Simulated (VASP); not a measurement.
MgSc3, 4 atoms in the cell. Symmetry: Fm-3m, No. 225, cubic system. The conventional cell has a = 7.077 Å, b = 7.077 Å, c = 7.077 Å, α = 90.00°, β = 90.00°, γ = 90.00°. Within 4.0 Å of Mg (site symmetry m-3m) lie 14 Sc at 3.06 to 3.54 Å. Sc (site symmetry m-3m) has 8 Sc at 3.06 Å and 6 Mg at 3.54 Å within 4.0 Å. Sc (site symmetry -43m) has 4 Mg at 3.06 Å and 10 Sc at 3.06 to 3.54 Å within 4.0 Å. 

```yaml
Program: VASP 6.6.1
Task: single point
Functional: LDA
Potentials_or_basis: VASP PAW LDA potentials, release 64 (Mg, Sc_sv)
Cutoff: 600 eV
k_mesh: 5 × 5 × 5
Occupations: fermi-dirac, width 0.1 eV
Spin: no spin polarisation
Dipole_correction: no
Further_INCAR_settings: ALGO = Normal; EDIFF = 1e-06; NBANDS = 26
```

Potentials or basis: VASP PAW LDA potentials, release 64 (Mg, Sc_sv).

Launch:

```console
$ cat potpaw_LDA.64/Mg/POTCAR potpaw_LDA.64/Sc_sv/POTCAR > POTCAR
$ mpirun -np 1 vasp_std > vasp.out
```

Hardware: 1 thread of Intel(R) Xeon(R) 6975P-C (Granite Rapids), on a shared host.

Q: Estimate the wall time of this run.

A: It took 17 s on 1 thread of Intel(R) Xeon(R) 6975P-C (Granite Rapids) (shared host), peak memory 0.2 GiB. Counts: scf iterations 13, k points 10.
